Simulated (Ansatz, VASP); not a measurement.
Two plane-wave programs on B2P

File INCAR:

```
  ALGO = Normal
  EDIFF = 1E-6
  ENCUT = 520
  GGA = CA
  ISIF = 2
  ISMEAR = -1
  LASPH = T
  LCHARG = T
  LELF = T
  LREAL = F
  LVHAR = T
  LWAVE = F
  NBANDS = 12
  NELM = 60
  PREC = Accurate
  SIGMA = 0.05
```

File KPOINTS:

```
k-points
0
Gamma
  10 10 10
```

Contents of POSCAR:

```
B2P
1.0
    1.5151200000      0.8747500000      3.9248800000
   -1.5151200000      0.8747500000      3.9248800000
    0.0000000000     -1.7495000000      3.9248800000
B P
2 1
Direct
    0.4293400000      0.4293400000      0.4293400000
    0.5706600000      0.5706600000      0.5706600000
    0.0000000000      0.0000000000      0.0000000000
```

File input.yaml:

```yaml
crystal:
  lattice:
    - [1.51512, 0.87475, 3.92488]
    - [-1.51512, 0.87475, 3.92488]
    - [0.0, -1.7495, 3.92488]
  atoms:
    - { symbol: B, position: [0.42934, 0.42934, 0.42934] }
    - { symbol: B, position: [0.57066, 0.57066, 0.57066] }
    - { symbol: P, position: [0.0, 0.0, 0.0] }
hamiltonian:
  xc: lda
  pseudopotentials: { kind: paw }
kpoints:
  mp_grid: { grid: [10, 10, 10] }
  band_path:
    path:
      - [[0.0, 0.0, 0.0], [0.5, 0.0, 0.0], [0.5, 0.1997816836, -0.1997816836]]
      - [[0.8002183164, 0.5, 0.1997816836], [0.5, 0.5, 0.5], [0.0, 0.0, 0.0], [0.3498908418, 0.0, -0.3498908418]]
      - [[0.6501091582, 0.3498908418, 0.0], [0.5, 0.5, 0.0], [0.6501091582, 0.6501091582, 0.1997816836], [0.5, 0.5, 0.5]]
      - [[0.5, 0.0, 0.0], [0.8002183164, 0.3498908418, 0.3498908418]]
    npoints: 14
scf:
  occupations: { method: fermi_dirac, width: 0.05 }
  n_extra_bands: 7
output:
  forces: true
  stress: true
  eigenvalues: true
  fatbands: false
```

Alike in both runs: functional LDA; k mesh 10 × 10 × 10; occupations fermi-dirac, width 0.05 eV; no spin polarisation.

```csv
,VASP,Ansatz
version,VASP 6.6.1,Ansatz 0.2.0
potentials or method,"VASP PAW LDA potentials, release 64 (B, P)",Ansatz PAW
plane-wave cutoff (eV),520,420
valence electrons in the cell,11,11
task,single point,band structure
```

|  | VASP | Ansatz | Ansatz less VASP |
| --- | --- | --- | --- |
| gap on the k mesh at the Fermi level (eV) | none | none | - |
| pressure (GPa) | -6.3 | -6.2 | +0.01 |
| traceless stress, the component that is largest in VASP (GPa) | 0.30 | 0.24 | -0.069 |
| rms of the force components (eV/Å) | 0.056 | 0.058 | +0.0021 |

LDA's correlation is that of Perdew and Zunger in VASP and of Perdew and Wang (1992) in Ansatz. Atom by atom the forces differ by 0.002 eV/Å (rms over components). A gap of «none» marks a metal or a gap that the smearing closes.
